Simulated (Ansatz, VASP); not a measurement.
# PbS in VASP and in Ansatz

```
Pb S
1.0
     3.60428    0.00000    0.00000
     0.00000    3.60428    0.00000
     0.00000    0.00000    3.60428
Pb S
1 1
Cartesian
  0.0000 0.0000 0.0000
  1.8021 1.8021 1.8021
```

Alike in both runs: task single point; functional PBE0; k mesh 4 × 4 × 4; occupations fermi-dirac, width 0.05 eV; no spin polarisation.

```csv
,VASP,Ansatz
version,VASP 6.6.1,Ansatz 0.2.0
potentials or method,"VASP PAW PBE potentials, release 64 (Pb_d, S)",Ansatz PAW
plane-wave cutoff (eV),520,420
valence electrons in the cell,20,20
```

Ansatz gave:

```
gap on the k mesh at the Fermi level (eV) : none
pressure (GPa)                            : -0.1
```

Task: Which values does VASP return?

Result: gap on the k mesh at the Fermi level (eV): none; pressure (GPa): -0.4.

A gap of «none» marks a metal or a gap that the smearing closes.

The k mesh is coarse, so the values compare programs but aren't converged. Neither program's run includes spin-orbit coupling.
